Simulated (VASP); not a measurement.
Wanted: the native input for a VASP 6.6.1 run.

| Quantity | Value |
| --- | --- |
| Task | single point |
| Functional | PBEsol |
| Potentials or basis | VASP PAW PBE potentials, release 64 (Na_pv, Tl_d, Cl) |
| Cutoff | 520 eV |
| k mesh | 6 × 6 × 2 |
| Occupations | fermi-dirac, width 0.03 eV |
| Spin | no spin polarisation |
| Dipole correction | no |
| Further INCAR settings | ALGO = Normal; EDIFF = 1e-06; NBANDS = 33 |

The structure of Na2TlCl3 lies in POSCAR:

```
Na2TlCl3
1.0
    4.0795558578     -0.0000000028      0.0000000000
   -2.0397779264      3.5329990104      0.0000000000
    0.0000000000      0.0000000000     10.4097812230
Na Tl Cl
2 1 3
Direct
    0.3333333333      0.6666666667      0.8483225366
    0.6666666667      0.3333333333      0.1516774634
    0.0000000000      0.0000000000      0.5000000000
    0.3333333333      0.6666666667      0.3008149225
    0.6666666667      0.3333333333      0.6991850775
    0.0000000000      0.0000000000      0.0000000000
```

The input as run:

INCAR

```
SYSTEM = Na2TlCl3
  PREC = Accurate
  ENCUT = 520
  EDIFF = 1E-6
  ISMEAR = -1
  SIGMA = 0.03
  LREAL = .FALSE.
  LASPH = .TRUE.
  NELM = 60
  ALGO = Normal
  ISIF = 2
  LWAVE = .FALSE.
  LCHARG = .FALSE.
  GGA = PS
  NBANDS = 33
```

KPOINTS

```
regular mesh
0
G
  6 6 2
  0 0 0
```

Potentials or basis: VASP PAW PBE potentials, release 64 (Na_pv, Tl_d, Cl).

Launch:

```console
$ cat potpaw_PBE.64/Na_pv/POTCAR potpaw_PBE.64/Tl_d/POTCAR potpaw_PBE.64/Cl/POTCAR > POTCAR
$ mpirun -np 1 vasp_std > vasp.out
```

It gave:

```yaml
Pressure: -0.1 GPa
Largest_force: 0.005 eV/Å
Band_gap_on_the_k_mesh: 3.30 eV (least direct gap 3.70 eV)
```

Caveat: the PAW data sets were made with another functional, which shifts forces and pressure a little; spin-orbit coupling is left out, which moves the levels of the heavy elements.

Run time: 95 s on 1 thread of Oxide Virtual Turin-like Processor (shared host), peak memory 0.24 GiB.
